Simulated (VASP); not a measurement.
MgO: single point with LDA

The system is MgO.

```
Mg O
1.0
     0.00000    2.01525    2.01525
     2.01525    0.00000    2.01525
     2.01525    2.01525    0.00000
Mg O
1 1
Direct
  0.00000 0.00000 0.00000
  0.50000 0.50000 0.50000
```

```yaml
Program: VASP 6.6.1
Task: single point
Functional: LDA
Potentials_or_basis: VASP PAW LDA potentials, release 64 (Mg_sv, O)
Cutoff: 840 eV
k_mesh: 10 × 10 × 10
Occupations: gaussian, width 0.02 eV
Spin: no spin polarisation
```

```
Pressure               : 20.8 GPa
Band gap on the k mesh : 6.06 eV
```

Levels at points of the mesh, in eV from the valence-band top:
| k point | band 6 | band 7 | band 8 | band 9 | band 10 | band 11 |
| --- | --- | --- | --- | --- | --- | --- |
| (0.00, 0.00, 0.00) | 0.00 | 0.00 | 0.00 | 6.06 | 16.24 | 16.24 |
| (0.50, 0.00, 0.00) | -5.31 | -0.84 | -0.84 | 8.60 | 13.93 | 17.39 |
| (0.50, 0.50, 0.00) | -4.68 | -1.56 | -1.56 | 8.99 | 11.23 | 14.34 |

Run time: 27 s on 1 thread of Intel(R) Xeon(R) Platinum 8259CL CPU @ 2.50GHz (Skylake/Cascade Lake) (shared host), peak memory 0.14 GiB.

Caveat: the cell stands under pressure. LDA gaps usually lie below the measured ones, often by a third to a half.
